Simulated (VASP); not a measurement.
Input of a VASP 6.6.1 run:

Contents of POSCAR:

```
BaTiO3
1.0
    3.9723167996      0.0000000000      0.0000000000
    0.0000000000      3.9723167996      0.0000000000
    0.0000000000      0.0000000000      4.1123825565
Ba Ti O
1 1 3
Direct
    0.0000000000      0.0000000000      0.9926109048
    0.5000000000      0.5000000000      0.4745255192
    0.5000000000      0.5000000000      0.1045241154
    0.5000000000      0.0000000000      0.5146449361
    0.0000000000      0.5000000000      0.5146449361
```

File INCAR.step1:

```
SYSTEM = BaTiO3
PREC = Accurate
ENCUT = 520
ISMEAR = 0
SIGMA = 0.05
LREAL = .FALSE.
LASPH = .TRUE.
NELM = 100
NBANDS = 28
GGA = PE
ALGO = Normal
EDIFF = 1E-4
LWAVE = .TRUE.
LCHARG = .FALSE.
```

Contents of INCAR.step2:

```
SYSTEM = BaTiO3
PREC = Accurate
ENCUT = 520
EDIFF = 1E-7
ISMEAR = 0
SIGMA = 0.05
LREAL = .FALSE.
LASPH = .TRUE.
NELM = 100
ALGO = Normal
ISIF = 2
LWAVE = .FALSE.
LCHARG = .FALSE.
METAGGA = R2SCAN
LMIXTAU = .TRUE.
NBANDS = 28
ISTART = 1
```

File KPOINTS:

```
Automatic mesh
0
G
  8 8 8
  0 0 0
```

Potentials or basis: VASP PAW PBE potentials, release 64 (Ba_sv, Ti_sv, O).

The run is started by

```console
$ cat potpaw_PBE.64/Ba_sv/POTCAR potpaw_PBE.64/Ti_sv/POTCAR potpaw_PBE.64/O/POTCAR > POTCAR
$ cp INCAR.step1 INCAR
$ mpirun -np 1 vasp_std > vasp.out
$ cp INCAR.step2 INCAR
$ mpirun -np 1 vasp_std > vasp.out
```

(1) Estimate the band gap on the k mesh.

(2) What does it give for the largest force?

(3) Predict the pressure.

## Answers

(1) 2.60 eV, indirect (least direct gap 3.19 eV).

(2) 12.570 eV/Å.

(3) 20.9 GPa.

Caveat: the cell differs from its parent crystal (atom 3 (O) moved +0.300 Å along Cartesian [0 0 1]); the PAW data sets were made with another functional, which shifts forces and pressure a little; spin-orbit coupling is left out, which moves the levels of the heavy elements.
